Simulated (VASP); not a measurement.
# Sb (Fd-3m) in VASP: further runs

Runs on Sb. Level: PBEsol. Tasks: single point.

All numbers are computed with VASP 6.6.1; they aren't measurements. Logs are shortened: lines on timing, memory, paths and dates and some standing lists are left out, and cuts for length are marked.

## Step 1: The cell of the first run

It takes space group Fd-3m (No. 227, cubic). Conventional cell: a = 6.593 Å, b = 6.593 Å, c = 6.593 Å, α = 90.00°, β = 90.00°, γ = 90.00°. Within 3.8 Å of Sb (site symmetry -43m) lie 4 Sb at 2.85 Å.

## Step 2: Single point, PBEsol (volume scaled by 0.88)

Input file INCAR:

```
  PREC = Accurate
  ENCUT = 520
  EDIFF = 1E-7
  ISMEAR = -1
  SIGMA = 0.1
  LREAL = False
  LASPH = True
  NELM = 100
  ALGO = Normal
  ISIF = 2
  LWAVE = False
  LCHARG = False
  GGA = PS
  NBANDS = 12
```

Input file KPOINTS:

```
Automatic mesh
0
Gamma
  9 9 9
```

Input file POSCAR:

```
Sb
1.0
    0.0000000000      3.2963916775      3.2963916775
    3.2963916775      0.0000000000      3.2963916775
    3.2963916775      3.2963916775      0.0000000000
Sb
2
Direct
    0.1250000000      0.1250000000      0.1250000000
    0.8750000000      0.8750000000      0.8750000000
```

Potentials or basis: VASP PAW PBE potentials, release 64 (Sb).

Launch:

```console
cat potpaw_PBE.64/Sb/POTCAR > POTCAR
mpirun -np 1 vasp_std > vasp.out
```

OUTCAR:

```text
PREC = Accurate
   ENCUT = 520
   EDIFF = 1E-7
   ISMEAR = -1
   LREAL = False
   LASPH = True
   NELM = 100
   ISIF = 2
   GGA = PS

 ion  position               nearest neighbor table
   1  0.125  0.125  0.125-   2 2.85   2 2.85   2 2.85   2 2.85
   2  0.875  0.875  0.875-   1 2.85   1 2.85   1 2.85   1 2.85

  LATTYP: Found a face centered cubic cell.
 ALAT       =     6.5927833550

  Lattice vectors:

 A1 = (   0.0000000000,   3.2963916775,   3.2963916775)
 A2 = (   3.2963916775,   0.0000000000,   3.2963916775)
 A3 = (   3.2963916775,   3.2963916775,   0.0000000000)

Analysis of symmetry for initial positions (statically):
=====================================================================
 Subroutine PRICEL returns:
 Original cell was already a primitive cell.

 Routine SETGRP: Setting up the symmetry group for a
 face centered cubic supercell.

 Subroutine GETGRP returns: Found 48 space group operations
 (whereof 12 operations were pure point group operations)
 out of a pool of 48 trial point group operations.

The static configuration has the point symmetry D_3d.
 The point group associated with its full space group is O_h .

Analysis of symmetry for dynamics (positions and initial velocities):
=====================================================================
 Subroutine PRICEL returns:
 Original cell was already a primitive cell.

 Routine SETGRP: Setting up the symmetry group for a
 face centered cubic supercell.

 Subroutine GETGRP returns: Found 48 space group operations
 (whereof 12 operations were pure point group operations)
 out of a pool of 48 trial point group operations.

The dynamic configuration has the point symmetry D_3d.
 The point group associated with its full space group is O_h .

 Subroutine INISYM returns: Found 48 space group operations
 (whereof 12 operations are pure point group operations),
 and found     1 'primitive' translations

----------------------------------------------------------------------------------------

                                     Primitive cell

  volume of cell :      71.6385

  direct lattice vectors                    reciprocal lattice vectors
     0.000000000  3.296391677  3.296391677    -0.151681004  0.151681004  0.151681004
     3.296391677  0.000000000  3.296391677     0.151681004 -0.151681004  0.151681004
     3.296391677  3.296391677  0.000000000     0.151681004  0.151681004 -0.151681004

  length of vectors
     4.661801817  4.661801817  4.661801817     0.262719206  0.262719206  0.262719206

  position of ions in fractional coordinates (direct lattice)
     0.125000000  0.125000000  0.125000000
     0.875000000  0.875000000  0.875000000

  ion indices of the primitive-cell ions
   primitive index   ion index
                 1           1
                 2           2

----------------------------------------------------------------------------------------

 KPOINTS: Automatic mesh

Automatic generation of k-mesh.
 Grid dimensions read from file:
 generate k-points for:    9    9    9

 Generating k-lattice:

  Cartesian coordinates                     Fractional coordinates (reciprocal lattice)
    -0.016853445  0.016853445  0.016853445     0.111111111  0.000000000  0.000000000
     0.016853445 -0.016853445  0.016853445     0.000000000  0.111111111  0.000000000
     0.016853445  0.016853445 -0.016853445     0.000000000  0.000000000  0.111111111

  Length of vectors
     0.029191023  0.029191023  0.029191023

  Shift w.r.t. Gamma in fractional coordinates (k-lattice)
     0.000000000  0.000000000  0.000000000

 Subroutine IBZKPT returns following result:
 ===========================================

 Found     35 irreducible k-points:

 Following reciprocal coordinates:
            Coordinates               Weight
  0.000000  0.000000  0.000000      1.000000
  0.111111  0.000000  0.000000      8.000000
  0.222222  0.000000  0.000000      8.000000
  0.333333  0.000000  0.000000      8.000000
  0.444444  0.000000  0.000000      8.000000
  0.111111  0.111111  0.000000      6.000000
[... 16 lines left out ...]
 -0.333333  0.333333  0.000000     12.000000
  0.444444  0.444444  0.000000      6.000000
 [... further k-points ...]
   k-points           NKPTS =     35   k-points in BZ     NKDIM =     35   number of bands    NBANDS=     12
   number of dos      NEDOS =    301   number of ions     NIONS =      2
   total plane-waves  NPLWV =  46656
   dimension x,y,z NGX =    36 NGY =   36 NGZ =   36
   dimension x,y,z NGXF=    72 NGYF=   72 NGZF=   72
   ions per type =               2
   NGX,Y,Z   is equivalent  to a cutoff of  12.84, 12.84, 12.84 a.u.
   NGXF,Y,Z  is equivalent  to a cutoff of  25.68, 25.68, 25.68 a.u.
 SYSTEM =  unknown system
   PREC   = accura    normal or accurate (medium, high low for compatibility)
   ISTART =      0    job   : 0-new  1-cont  2-samecut
   ICHARG =      2    charge: 1-file 2-atom 10-const
   ISPIN  =      1    spin polarized calculation?
   LNONCOLLINEAR =      F non collinear calculations
   LSORBIT =      F    spin-orbit coupling
   LASPH  =      T    aspherical Exc in radial PAW
   ENCUT  =  520.0 eV  38.22 Ry    6.18 a.u.   8.67  8.67  8.67*2*pi/ulx,y,z
   NELM   =    100;   NELMIN=  2; NELMDL= -5     # of ELM steps
   EDIFF  = 0.1E-06   stopping-criterion for ELM
   LREAL  =      F    real-space projection
   EDIFFG = 0.1E-05   stopping-criterion for IOM
   NSW    =      0    number of steps for IOM
   IBRION =     -1    ionic relax: 0-MD 1-quasi-New 2-CG
   NFREE  =      0    steps in history (QN), initial steepest desc. (CG)
   ISIF   =      2    stress and relaxation
   ISYM   =      2    0-nonsym 1-usesym 2-fastsym
   POTIM  = 0.5000    time-step for ionic-motion
   TEBEG  =    0.0;   TEEND  =   0.0 temperature during run
   PSTRESS=    0.0 pullay stress
   NELECT =      10.0000    total number of electrons
   NUPDOWN=      -1.0000    fix difference up-down
   EMIN   =  10.00;   EMAX   =-10.00  energy-range for DOS
   EFERMI =   0.00;   METHOD = LEGACY
   ISMEAR =    -1;   SIGMA  =   0.10  broadening in eV -4-tet -1-fermi 0-gaus
   EFERMI_NEDOS =   21; number of points for ismear=-14 and -15
   IALGO  =     38    algorithm
   IMIX   =      4    mixing-type and parameters
     AMIX     =   0.40;   BMIX     =  1.00
     AMIX_MAG =   1.60;   BMIX_MAG =  1.00
  volume/ion in A,a.u.               =      35.82       241.72
  Fermi-wavevector in a.u.,A,eV,Ry     =   0.849231  1.604815  9.812439  0.721194
  Thomas-Fermi vector in A             =   1.965020
   LORBIT       =      0    0 simple, 1 ext, 2 COOP (PROOUT), +10 PAW based schemes
   GGA     = PS    functional components
   LHFCALC =     F    Hartree Fock is set to
   AEXX    =    0.0000 exact exchange contribution
   IVDW    =     0    specifies the selected vdW correction
   LEPSILON=     F    determine dielectric tensor
   LRPA    =     F    only Hartree local field effects (RPA)
 non-spin polarized calculation
  energy-cutoff  :      520.00
  volume of cell :       71.64
 maximum number of plane-waves:      1948
   NGX = 17   NGY = 17   NGZ = 17

 number of electron      10.0000000 magnetization

 number of electron       9.9999999 magnetization

 Free energy of the ion-electron system (eV)
  ---------------------------------------------------
  ext. energy  EPLUGINS =         0.00000000
  ---------------------------------------------------
  free energy    TOTEN  =        -8.17946059 eV

  energy without entropy =       -8.12068703  energy(sigma->0) =       -8.15007381

 E-fermi :   5.3870     XC(G=0):  -8.7470

 val. band max:        5.3694099647   @ k =   0.4444   0.3333   0.0000
 cond. band min:       5.3897960473   @ k =   0.3333   0.2222   0.0000
 fundamental gap:      0.0203860827
 Fermi energy:         5.3869578171

 k-point     1 :       0.0000    0.0000    0.0000
  band No.  band energies     occupation
      1      -7.1349      2.00000
      2       0.8773      2.00000
      3       3.3671      2.00000
      4       3.3671      2.00000
      5       3.3671      2.00000
      6       5.8239      0.02499
      7       5.8239      0.02499
      8       5.8239      0.02499
      9       9.2076      0.00000
     10      11.8540      0.00000
     11      11.8540      0.00000
     12      12.9083      0.00000

 k-point     2 :       0.1111    0.0000    0.0000
  band No.  band energies     occupation
      1      -7.0320      2.00000
      2       0.2378      2.00000
      3       3.2009      2.00000
      4       3.2009      2.00000
      5       3.5254      2.00000
      6       6.0586      0.00242
      7       6.0586      0.00242
      8       6.1355      0.00112
      9       9.7128      0.00000
     10      11.3680      0.00000
     11      11.3680      0.00000
     12      12.5280      0.00000

 k-point     3 :       0.2222    0.0000    0.0000
  band No.  band energies     occupation
      1      -6.7346      2.00000
      2      -0.9687      2.00000
      3       2.8739      2.00000
      4       2.8739      2.00000
      5       3.4601      2.00000
      6       6.5167      0.00002
      7       6.5167      0.00002
      8       7.1776      0.00000
      9      10.5495      0.00000
     10      11.0595      0.00000
     11      11.0595      0.00000
     12      12.4148      0.00000
[... 286 lines left out ...]
 k-point    23 :      -0.3333    0.3333    0.0000
  band No.  band energies     occupation
      1      -5.1682      2.00000
      2      -3.6946      2.00000
      3       0.6288      2.00000
      4       1.8583      2.00000
      5       4.8680      1.98891
      6       7.6599      0.00000
      7       8.4136      0.00000
      8       8.5646      0.00000
      9       9.8918      0.00000
     10      11.4417      0.00000
     11      13.9968      0.00000
     12      14.8549      0.00000

 k-point    24 :       0.4444    0.4444    0.0000
  band No.  band energies     occupation
      1      -5.0101      2.00000
      2      -3.8992      2.00000
      3       1.3982      2.00000
      4       1.3982      2.00000
      5       4.6031      1.99921
      6       4.8615      1.98961
      7      10.2051      0.00000
      8      10.2051      0.00000
      9      11.4479      0.00000
     10      12.8872      0.00000
     11      14.0299      0.00000
     12      14.1823      0.00000

 [... further k-points ...]

------------------------ aborting loop because EDIFF is reached ----------------------------------------

  FORCE on cell =-STRESS in cart. coord.  units (eV):
  Direction    XX          YY          ZZ          XY          YZ          ZX
  --------------------------------------------------------------------------------------
  -------------------------------------------------------------------------------------
  Total        2.6055375      2.6055375      2.6055375     -0.0000000      0.0000000      0.0000000
  in kB       58.2722094     58.2722094     58.2722094     -0.0000000      0.0000000      0.0000000
  external PRESSURE =      58.2722094 kB  Pullay stress =       0.0000000 kB

 VOLUME and BASIS-vectors are now :
 -----------------------------------------------------------------------------
  energy-cutoff  :      520.00
  volume of cell :       71.64
      direct lattice vectors                 reciprocal lattice vectors
     0.000000000  3.296391677  3.296391677    -0.151681004  0.151681004  0.151681004
     3.296391677  0.000000000  3.296391677     0.151681004 -0.151681004  0.151681004
     3.296391677  3.296391677  0.000000000     0.151681004  0.151681004 -0.151681004

 POSITION                                       TOTAL-FORCE (eV/Angst)
 -----------------------------------------------------------------------------------
      0.82410      0.82410      0.82410        -0.000000     -0.000000     -0.000000
      5.76869      5.76869      5.76869         0.000000      0.000000      0.000000
 -----------------------------------------------------------------------------------
    total drift:                               -0.000000      0.000000      0.000000

  FREE ENERGIE OF THE ION-ELECTRON SYSTEM (eV)
  ---------------------------------------------------
  free  energy   TOTEN  =        -8.1794605927 eV

  energy  without entropy=       -8.1206870251  energy(sigma->0) =       -8.15007381
```

It took 9.5 s on 1 thread of Intel Xeon 6975P-C (Granite Rapids), shared host; peak memory 0.2 GiB.

Results:

```yaml
Free_energy: -8.1795 eV
Pressure: 5.8 GPa
Band_gap_on_the_k_mesh: zero (band 5 reaches 6.13 eV, above the bottom of band 6 at 4.86 eV)
```

Caveat: the PAW data sets were made with another functional, which shifts forces and pressure a little; spin-orbit coupling is left out, which moves the levels of the heavy elements.

## Step 3: Single point, PBEsol (volume scaled by 0.92)

Input file INCAR:

```
PREC     = Accurate       # precision mode
ENCUT    = 520            # plane-wave cutoff, eV
EDIFF    = 1E-6           # SCF threshold, eV
ISMEAR   = -1             # smearing method
SIGMA    = 0.1            # smearing width, eV
LREAL    = False          # projectors in reciprocal space
LASPH    = True           # aspherical terms in the spheres
NELM     = 80             # most SCF steps
ALGO     = Normal         # electronic algorithm
ISIF     = 2              # what is computed and relaxed
LWAVE    = False          # write WAVECAR
LCHARG   = False          # write CHGCAR
GGA      = PS             # functional
NBANDS   = 12             # bands
```

Input file KPOINTS:

```
regular mesh
0
Gamma
  9 9 9
```

Input file POSCAR:

```
Sb
1.0
    0.0000000000      3.3455988079      3.3455988079
    3.3455988079      0.0000000000      3.3455988079
    3.3455988079      3.3455988079      0.0000000000
Sb
2
Direct
    0.1250000000      0.1250000000      0.1250000000
    0.8750000000      0.8750000000      0.8750000000
```

Potentials or basis: VASP PAW PBE potentials, release 64 (Sb).

Launch:

```console
cat potpaw_PBE.64/Sb/POTCAR > POTCAR
mpirun -np 1 vasp_std > vasp.out
```

It took 9.1 s on 1 thread of Intel Xeon 6975P-C (Granite Rapids), shared host; peak memory 0.2 GiB.

It converged, with:

```
Free energy            : -8.2734 eV
Pressure               : 3.5 GPa
Band gap on the k mesh : zero (band 5 reaches 5.59 eV, above the bottom of band 6 at 4.45 eV)
```

Levels at points of the mesh, in eV from the Fermi level:
```csv
k point,band 2,band 3,band 4,band 5,band 6,band 7,band 8,band 9
"(0.00, 0.00, 0.00)",-4.74,-1.94,-1.94,-1.94,0.48,0.48,0.48,3.83
```

Caveat: the PAW data sets were made with another functional, which shifts forces and pressure a little; spin-orbit coupling is left out, which moves the levels of the heavy elements.

(Continued in part 2 of 2.)
